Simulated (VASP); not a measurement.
# BaTiO3 (Pm-3m) in VASP: a series of runs

The runs below take BaTiO3 through single point, with r2SCAN, PBE+U.

Program: VASP 6.6.1. These are calculated values, not measurements. Logs are shortened: lines on timing, memory, paths and dates and some standing lists are left out, and cuts for length are marked.

**1. The cell of the first run**

The structure is cubic, space group Pm-3m (No. 221). The conventional cell has a = 4.006 Å, b = 4.006 Å, c = 4.006 Å, α = 90.00°, β = 90.00°, γ = 90.00°. Ba (site symmetry m-3m) has 12 O at 2.83 Å and 8 Ti at 3.47 Å within 3.7 Å. Within 2.7 Å of Ti (site symmetry m-3m) lie 6 O at 2.00 Å. Within 2.7 Å of O (site symmetry 4/mmm) lie 2 Ti at 2.00 Å.

**2. Single point, r2SCAN**

Contents of POSCAR:

```
BaTiO3
1.0
    4.0060000000      0.0000000000      0.0000000000
    0.0000000000      4.0060000000      0.0000000000
    0.0000000000      0.0000000000      4.0060000000
Ba Ti O
1 1 3
Direct
    0.5000000000      0.5000000000      0.5000000000
    0.0000000000      0.0000000000      0.0000000000
    0.0000000000      0.0000000000      0.5000000000
    0.0000000000      0.5000000000      0.0000000000
    0.5000000000      0.0000000000      0.0000000000
```

Contents of INCAR.step1:

```
SYSTEM = BaTiO3
PREC     = Accurate       ! precision mode
ENCUT    = 520            ! plane-wave cutoff, eV
ISMEAR   = -1             ! smearing method
SIGMA    = 0.05           ! smearing width, eV
LREAL    = .FALSE.        ! projectors in reciprocal space
LASPH    = .TRUE.         ! aspherical terms in the spheres
NELM     = 100            ! most SCF steps
NBANDS   = 28             ! bands
GGA      = PE             ! functional
ALGO     = Normal         ! electronic algorithm
EDIFF    = 1E-4           ! SCF threshold, eV
LWAVE    = .TRUE.         ! write WAVECAR
LCHARG   = .FALSE.        ! write CHGCAR
```

Contents of INCAR.step2:

```
SYSTEM = BaTiO3
PREC     = Accurate       ! precision mode
ENCUT    = 520            ! plane-wave cutoff, eV
EDIFF    = 1E-6           ! SCF threshold, eV
ISMEAR   = -1             ! smearing method
SIGMA    = 0.05           ! smearing width, eV
LREAL    = .FALSE.        ! projectors in reciprocal space
LASPH    = .TRUE.         ! aspherical terms in the spheres
NELM     = 100            ! most SCF steps
ALGO     = Normal         ! electronic algorithm
ISIF     = 2              ! what is computed and relaxed
LWAVE    = .FALSE.        ! write WAVECAR
LCHARG   = .FALSE.        ! write CHGCAR
METAGGA  = R2SCAN         ! meta-GGA
LMIXTAU  = .TRUE.       
NBANDS   = 28             ! bands
ISTART   = 1
```

Contents of KPOINTS:

```
regular mesh
0
G
  7 7 7
  0 0 0
```

Potentials or basis: VASP PAW PBE potentials, release 64 (Ba_sv, Ti_sv, O).

Launch:

```console
$ cat potpaw_PBE.64/Ba_sv/POTCAR potpaw_PBE.64/Ti_sv/POTCAR potpaw_PBE.64/O/POTCAR > POTCAR
$ cp INCAR.step1 INCAR
$ mpirun -np 1 vasp_std > vasp.out
$ cp INCAR.step2 INCAR
$ mpirun -np 1 vasp_std > vasp.out
```

OUTCAR:

```text
SYSTEM = BaTiO3
   PREC = Accurate
   ENCUT = 520
   EDIFF = 1E-6
   ISMEAR = -1
   LREAL = .FALSE.
   LASPH = .TRUE.
   NELM = 100
   ISIF = 2
   METAGGA = R2SCAN
   ISTART = 1

 ion  position               nearest neighbor table
   1  0.500  0.500  0.500-   3 2.83   4 2.83   5 2.83   4 2.83   5 2.83   3 2.83   5 2.83   5 2.83
                             3 2.83   4 2.83   4 2.83   3 2.83   2 3.47   2 3.47   2 3.47   2 3.47
   2  0.000  0.000  0.000-   3 2.00   4 2.00   5 2.00   3 2.00   4 2.00   5 2.00   1 3.47   1 3.47
                             1 3.47   1 3.47   1 3.47   1 3.47   1 3.47   1 3.47
   3  0.000  0.000  0.500-   2 2.00   2 2.00   1 2.83   1 2.83   1 2.83   1 2.83
   4  0.000  0.500  0.000-   2 2.00   2 2.00   1 2.83   1 2.83   1 2.83   1 2.83
   5  0.500  0.000  0.000-   2 2.00   2 2.00   1 2.83   1 2.83   1 2.83   1 2.83

  LATTYP: Found a simple cubic cell.
 ALAT       =     4.0060000000

  Lattice vectors:

 A1 = (   4.0060000000,   0.0000000000,   0.0000000000)
 A2 = (   0.0000000000,   4.0060000000,   0.0000000000)
 A3 = (   0.0000000000,   0.0000000000,   4.0060000000)

Analysis of symmetry for initial positions (statically):
=====================================================================
 Subroutine PRICEL returns:
 Original cell was already a primitive cell.

 Routine SETGRP: Setting up the symmetry group for a
 simple cubic supercell.

 Subroutine GETGRP returns: Found 48 space group operations
 (whereof 48 operations were pure point group operations)
 out of a pool of 48 trial point group operations.

The static configuration has the point symmetry O_h .

Analysis of symmetry for dynamics (positions and initial velocities):
=====================================================================
 Subroutine PRICEL returns:
 Original cell was already a primitive cell.

 Routine SETGRP: Setting up the symmetry group for a
 simple cubic supercell.

 Subroutine GETGRP returns: Found 48 space group operations
 (whereof 48 operations were pure point group operations)
 out of a pool of 48 trial point group operations.

The dynamic configuration has the point symmetry O_h .

 Subroutine INISYM returns: Found 48 space group operations
 (whereof 48 operations are pure point group operations),
 and found     1 'primitive' translations

----------------------------------------------------------------------------------------

                                     Primitive cell

  volume of cell :      64.2884

  direct lattice vectors                    reciprocal lattice vectors
     4.006000000  0.000000000  0.000000000     0.249625562  0.000000000  0.000000000
     0.000000000  4.006000000  0.000000000     0.000000000  0.249625562  0.000000000
     0.000000000  0.000000000  4.006000000     0.000000000  0.000000000  0.249625562

  length of vectors
     4.006000000  4.006000000  4.006000000     0.249625562  0.249625562  0.249625562

  position of ions in fractional coordinates (direct lattice)
     0.500000000  0.500000000  0.500000000
     0.000000000  0.000000000  0.000000000
     0.000000000  0.000000000  0.500000000
     0.000000000  0.500000000  0.000000000
     0.500000000  0.000000000  0.000000000

  ion indices of the primitive-cell ions
   primitive index   ion index
                 1           1
                 2           2
                 3           3
                 4           4
                 5           5

----------------------------------------------------------------------------------------

 KPOINTS: regular mesh

Automatic generation of k-mesh.
 Grid dimensions read from file:
 generate k-points for:    7    7    7

 Generating k-lattice:

  Cartesian coordinates                     Fractional coordinates (reciprocal lattice)
     0.035660795  0.000000000  0.000000000     0.142857143  0.000000000  0.000000000
     0.000000000  0.035660795  0.000000000     0.000000000  0.142857143  0.000000000
     0.000000000  0.000000000  0.035660795     0.000000000  0.000000000  0.142857143

  Length of vectors
     0.035660795  0.035660795  0.035660795

  Shift w.r.t. Gamma in fractional coordinates (k-lattice)
     0.000000000  0.000000000  0.000000000

 Subroutine IBZKPT returns following result:
 ===========================================

 Found     20 irreducible k-points:

 Following reciprocal coordinates:
            Coordinates               Weight
  0.000000  0.000000  0.000000      1.000000
  0.142857  0.000000  0.000000      6.000000
  0.285714  0.000000  0.000000      6.000000
  0.428571  0.000000  0.000000      6.000000
  0.142857  0.142857  0.000000     12.000000
  0.285714  0.142857  0.000000     24.000000
[... 12 lines left out ...]
  0.428571  0.428571  0.285714     24.000000
  0.428571  0.428571  0.428571      8.000000
   k-points           NKPTS =     20   k-points in BZ     NKDIM =     20   number of bands    NBANDS=     28
   number of dos      NEDOS =    301   number of ions     NIONS =      5
   total plane-waves  NPLWV =  27000
   dimension x,y,z NGX =    30 NGY =   30 NGZ =   30
   dimension x,y,z NGXF=    60 NGYF=   60 NGZF=   60
   ions per type =               1   1   3
   NGX,Y,Z   is equivalent  to a cutoff of  12.45, 12.45, 12.45 a.u.
   NGXF,Y,Z  is equivalent  to a cutoff of  24.90, 24.90, 24.90 a.u.
 SYSTEM =  BaTiO3
   PREC   = accura    normal or accurate (medium, high low for compatibility)
   ISTART =      1    job   : 0-new  1-cont  2-samecut
   ICHARG =      0    charge: 1-file 2-atom 10-const
   ISPIN  =      1    spin polarized calculation?
   LNONCOLLINEAR =      F non collinear calculations
   LSORBIT =      F    spin-orbit coupling
   LASPH  =      T    aspherical Exc in radial PAW
   ENCUT  =  520.0 eV  38.22 Ry    6.18 a.u.   7.45  7.45  7.45*2*pi/ulx,y,z
   NELM   =    100;   NELMIN=  2; NELMDL=  0     # of ELM steps
   EDIFF  = 0.1E-05   stopping-criterion for ELM
   LREAL  =      F    real-space projection
   EDIFFG = 0.1E-04   stopping-criterion for IOM
   NSW    =      0    number of steps for IOM
   IBRION =     -1    ionic relax: 0-MD 1-quasi-New 2-CG
   NFREE  =      0    steps in history (QN), initial steepest desc. (CG)
   ISIF   =      2    stress and relaxation
   ISYM   =      2    0-nonsym 1-usesym 2-fastsym
   POTIM  = 0.5000    time-step for ionic-motion
   TEBEG  =    0.0;   TEEND  =   0.0 temperature during run
   PSTRESS=    0.0 pullay stress
   NELECT =      40.0000    total number of electrons
   NUPDOWN=      -1.0000    fix difference up-down
   EMIN   =  10.00;   EMAX   =-10.00  energy-range for DOS
   EFERMI =   0.00;   METHOD = LEGACY
   ISMEAR =    -1;   SIGMA  =   0.05  broadening in eV -4-tet -1-fermi 0-gaus
   EFERMI_NEDOS =   21; number of points for ismear=-14 and -15
   IALGO  =     38    algorithm
   IMIX   =      4    mixing-type and parameters
     AMIX     =   0.40;   BMIX     =  1.00
     AMIX_MAG =   1.60;   BMIX_MAG =  1.00
  volume/ion in A,a.u.               =      12.86        86.77
  Fermi-wavevector in a.u.,A,eV,Ry     =   1.397603  2.641087 26.576187  1.953295
  Thomas-Fermi vector in A             =   2.520843
   LORBIT       =      0    0 simple, 1 ext, 2 COOP (PROOUT), +10 PAW based schemes
   METAGGA = R2SCAN    functional components
   LHFCALC =     F    Hartree Fock is set to
   AEXX    =    0.0000 exact exchange contribution
   IVDW    =     0    specifies the selected vdW correction
   LEPSILON=     F    determine dielectric tensor
   LRPA    =     F    only Hartree local field effects (RPA)
 non-spin polarized calculation
  energy-cutoff  :      520.00
  volume of cell :       64.29
 maximum number of plane-waves:      1759
 NGX is ok and might be reduce to    30
   NGX = 15   NGY = 15   NGZ = 15

 number of electron      39.9999976 magnetization

 Free energy of the ion-electron system (eV)
  ---------------------------------------------------
  ext. energy  EPLUGINS =         0.00000000
  ---------------------------------------------------
  free energy    TOTEN  =       -74.23528778 eV

  energy without entropy =      -74.23528778  energy(sigma->0) =      -74.23528778

 E-fermi :   4.5993     XC(G=0): -11.9045

 val. band max:        3.4498791571   @ k =   0.4286   0.4286   0.4286
 cond. band min:       5.6401292048   @ k =   0.0000   0.0000   0.0000
 fundamental gap:      2.1902500477
 Fermi energy:         4.5992834319

 k-point     1 :       0.0000    0.0000    0.0000
  band No.  band energies     occupation
      1     -55.3830      2.00000
      2     -30.5392      2.00000
      3     -30.5392      2.00000
      4     -30.5392      2.00000
      5     -21.9654      2.00000
      6     -14.3433      2.00000
[... 20 lines left out ...]
     27       9.1095      0.00000
     28      11.7906      0.00000

 k-point     2 :       0.1429    0.0000    0.0000
  band No.  band energies     occupation
      1     -55.3828      2.00000
      2     -30.5501      2.00000
      3     -30.5389      2.00000
      4     -30.5389      2.00000
      5     -21.9419      2.00000
      6     -14.3550      2.00000
[... 20 lines left out ...]
     27       9.5176      0.00000
     28      12.2770      0.00000

 k-point     3 :       0.2857    0.0000    0.0000
  band No.  band energies     occupation
      1     -55.3823      2.00000
      2     -30.5742      2.00000
      3     -30.5380      2.00000
      4     -30.5380      2.00000
      5     -21.8882      2.00000
      6     -14.4443      2.00000
[... 20 lines left out ...]
     27      10.5526      0.00000
     28      12.5072      0.00000

 k-point     4 :       0.4286    0.0000    0.0000
  band No.  band energies     occupation
      1     -55.3819      2.00000
      2     -30.5934      2.00000
      3     -30.5373      2.00000
      4     -30.5373      2.00000
      5     -21.8441      2.00000
      6     -14.5506      2.00000
[... 454 lines left out ...]
     27      12.1541      0.00000
     28      12.2821      0.00000

 k-point    19 :       0.4286    0.4286    0.2857
  band No.  band energies     occupation
      1     -55.3802      2.00000
      2     -30.5890      2.00000
      3     -30.5889      2.00000
      4     -30.5695      2.00000
      5     -21.7235      2.00000
      6     -13.7573      2.00000
[... 20 lines left out ...]
     27      11.9834      0.00000
     28      12.0376      0.00000

 k-point    20 :       0.4286    0.4286    0.4286
  band No.  band energies     occupation
      1     -55.3798      2.00000
      2     -30.5882      2.00000
      3     -30.5881      2.00000
      4     -30.5881      2.00000
      5     -21.7001      2.00000
      6     -13.5623      2.00000
[... 20 lines left out ...]
     27      11.5058      0.00000
     28      11.5058      0.00000

------------------------ aborting loop because EDIFF is reached ----------------------------------------

  FORCE on cell =-STRESS in cart. coord.  units (eV):
  Direction    XX          YY          ZZ          XY          YZ          ZX
  --------------------------------------------------------------------------------------
  -------------------------------------------------------------------------------------
  Total        0.1315204      0.1315204      0.1315204      0.0000000     -0.0000000     -0.0000000
  in kB        3.2777132      3.2777132      3.2777132      0.0000000     -0.0000000     -0.0000000
  external PRESSURE =       3.2777132 kB  Pullay stress =       0.0000000 kB

 VOLUME and BASIS-vectors are now :
 -----------------------------------------------------------------------------
  energy-cutoff  :      520.00
  volume of cell :       64.29
      direct lattice vectors                 reciprocal lattice vectors
     4.006000000  0.000000000  0.000000000     0.249625562  0.000000000  0.000000000
     0.000000000  4.006000000  0.000000000     0.000000000  0.249625562  0.000000000
     0.000000000  0.000000000  4.006000000     0.000000000  0.000000000  0.249625562

 POSITION                                       TOTAL-FORCE (eV/Angst)
 -----------------------------------------------------------------------------------
      2.00300      2.00300      2.00300         0.000000      0.000000      0.000000
      0.00000      0.00000      0.00000         0.000000      0.000000      0.000000
      0.00000      0.00000      2.00300         0.000000      0.000000      0.000000
      0.00000      2.00300      0.00000         0.000000      0.000000      0.000000
      2.00300      0.00000      0.00000         0.000000      0.000000      0.000000
 -----------------------------------------------------------------------------------
    total drift:                                0.000000     -0.000000      0.000000

  FREE ENERGIE OF THE ION-ELECTRON SYSTEM (eV)
  ---------------------------------------------------
  free  energy   TOTEN  =       -74.2352877849 eV

  energy  without entropy=      -74.2352877849  energy(sigma->0) =      -74.23528778
```

Wall time 58 s (1 thread of Intel Xeon 6975P-C (Granite Rapids), shared host); peak memory 0.19 GiB.

Results:

```yaml
Free_energy: -74.2353 eV
Pressure: 0.3 GPa
Band_gap_on_the_k_mesh: 2.19 eV, indirect (least direct gap 2.29 eV)
```

Levels at points of the mesh, in eV from the valence-band top:
| k point | band 18 | band 19 | band 20 | band 21 | band 22 | band 23 |
| --- | --- | --- | --- | --- | --- | --- |
| (0.00, 0.00, 0.00) | -0.10 | -0.10 | -0.10 | 2.19 | 2.19 | 2.19 |

Caveat: the PAW data sets were made with another functional, which shifts forces and pressure a little; spin-orbit coupling is left out, which moves the levels of the heavy elements. A k mesh can miss the band edges.

**3. Single point, r2SCAN**

This run uses another cell than the first one, of 13.11 Å³/atom, 1.020 times its volume.

POSCAR: that of step 2 with these lines changed.

```diff
@@ -2,5 +2,5 @@
 1.0
-    4.0060000000      0.0000000000      0.0000000000
-    0.0000000000      4.0060000000      0.0000000000
-    0.0000000000      0.0000000000      4.0060000000
+    4.0325305745      0.0000000000      0.0000000000
+    0.0000000000      4.0325305745      0.0000000000
+    0.0000000000      0.0000000000      4.0325305745
 Ba Ti O
```

Contents of INCAR.step1:

```
PREC = Accurate
ENCUT = 520
ISMEAR = -1
SIGMA = 0.05
LREAL = False
LASPH = True
NELM = 100
NBANDS = 28
GGA = PE
ALGO = Normal
EDIFF = 1E-4
LWAVE = True
LCHARG = False
```

Contents of INCAR.step2:

```
PREC = Accurate
ENCUT = 520
EDIFF = 1E-6
ISMEAR = -1
SIGMA = 0.05
LREAL = False
LASPH = True
NELM = 100
ALGO = Normal
ISIF = 2
LWAVE = False
LCHARG = False
METAGGA = R2SCAN
LMIXTAU = True
NBANDS = 28
ISTART = 1
```

Contents of KPOINTS:

```
Automatic mesh
0
Gamma
  7 7 7
```

Potentials or basis: VASP PAW PBE potentials, release 64 (Ba_sv, Ti_sv, O).

Launch:

```console
$ cat potpaw_PBE.64/Ba_sv/POTCAR potpaw_PBE.64/Ti_sv/POTCAR potpaw_PBE.64/O/POTCAR > POTCAR
$ cp INCAR.step1 INCAR
$ mpirun -np 1 vasp_std > vasp.out
$ cp INCAR.step2 INCAR
$ mpirun -np 1 vasp_std > vasp.out
```

Run time: 61 s. Hardware: 1 thread of Intel Xeon 6975P-C (Granite Rapids), shared host; peak memory 0.19 GiB.

Results (log left out):

```
Free energy            : -74.2256 eV
Pressure               : -3.1 GPa
Band gap on the k mesh : 2.14 eV, indirect (least direct gap 2.26 eV)
```

Levels at points of the mesh, in eV from the valence-band top:
```
           k point  band 17  band 18  band 19  band 20  band 21  band 22  band 23  band 24
(0.00, 0.00, 0.00)    -1.03    -0.12    -0.12    -0.12     2.14     2.14     2.14     4.07
```

Caveat: the PAW data sets were made with another functional, which shifts forces and pressure a little; spin-orbit coupling is left out, which moves the levels of the heavy elements.

**4. Single point, r2SCAN**

This run uses another cell than the first one, of 13.37 Å³/atom, 1.040 times its volume.

POSCAR: that of step 3 with these lines changed.

```diff
@@ -2,5 +2,5 @@
 1.0
-    4.0325305745      0.0000000000      0.0000000000
-    0.0000000000      4.0325305745      0.0000000000
-    0.0000000000      0.0000000000      4.0325305745
+    4.0587165717      0.0000000000      0.0000000000
+    0.0000000000      4.0587165717      0.0000000000
+    0.0000000000      0.0000000000      4.0587165717
 Ba Ti O
```

Contents of INCAR.step1:

```
SYSTEM = BaTiO3
PREC = Accurate
ENCUT = 520
ISMEAR = -1
SIGMA = 0.05
LREAL = .False.
LASPH = .True.
NELM = 80
NBANDS = 28
GGA = PE
ALGO = Normal
EDIFF = 1E-4
LWAVE = .True.
LCHARG = .False.
```

Contents of INCAR.step2:

```
SYSTEM = BaTiO3
PREC = Accurate
ENCUT = 520
EDIFF = 1E-7
ISMEAR = -1
SIGMA = 0.05
LREAL = .False.
LASPH = .True.
NELM = 80
ALGO = Normal
ISIF = 2
LWAVE = .False.
LCHARG = .False.
METAGGA = R2SCAN
LMIXTAU = .True.
NBANDS = 28
ISTART = 1
```

Contents of KPOINTS:

```
Automatic mesh
0
Gamma
  7 7 7
  0 0 0
```

Launch:

```console
$ cat potpaw_PBE.64/Ba_sv/POTCAR potpaw_PBE.64/Ti_sv/POTCAR potpaw_PBE.64/O/POTCAR > POTCAR
$ cp INCAR.step1 INCAR
$ mpirun -np 1 vasp_std > vasp.out
$ cp INCAR.step2 INCAR
$ mpirun -np 1 vasp_std > vasp.out
```

Wall time 85 s (1 thread of Intel Xeon 6975P-C (Granite Rapids), shared host); peak memory 0.19 GiB.

It converged, with:

```
Free energy            : -74.1899 eV
Pressure               : -6.1 GPa
Band gap on the k mesh : 2.09 eV, indirect (least direct gap 2.23 eV)
```

Levels at points of the mesh, in eV from the valence-band top:
```
           k point  band 18  band 19  band 20  band 21  band 22  band 23
(0.00, 0.00, 0.00)    -0.13    -0.13    -0.13     2.09     2.09     2.09
```

Caveat: the PAW data sets were made with another functional, which shifts forces and pressure a little; spin-orbit coupling is left out, which moves the levels of the heavy elements. A k mesh can miss the band edges.

(Part 1 of 2 ends here.)
